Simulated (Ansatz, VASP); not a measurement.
## One calculation of InF, two programs

```
In F
1.0
     0.00000    3.00449    3.00449
     3.00449    0.00000    3.00449
     3.00449    3.00449    0.00000
In F
1 1
Direct
  0.00000 0.00000 0.00000
  0.25000 0.25000 0.25000
```

Alike in both runs: functional PBE; k mesh 13 × 13 × 13; occupations fermi-dirac, width 0.05 eV; no spin polarisation.

Ansatz relaxed the structure, and its values are those at the end. VASP's run is a single point on that final structure, the one shown.

```csv
,VASP,Ansatz
version,VASP 6.6.1,Ansatz 0.2.0
potentials or method,"VASP PAW PBE potentials, release 64 (In_d, F)","PAW with Ansatz's default frozen-core files, scalar-relativistic"
plane-wave cutoff (eV),520,420
valence electrons in the cell,20,20
```

VASP gave:

* gap on the k mesh at the Fermi level (eV): 1.92
* pressure (GPa): -0.1

Q: Which values does Ansatz return?

A: gap on the k mesh at the Fermi level (eV): 1.92; pressure (GPa): 0.0.

The functional is the same, so the differences come from potentials, cutoffs and numerics.
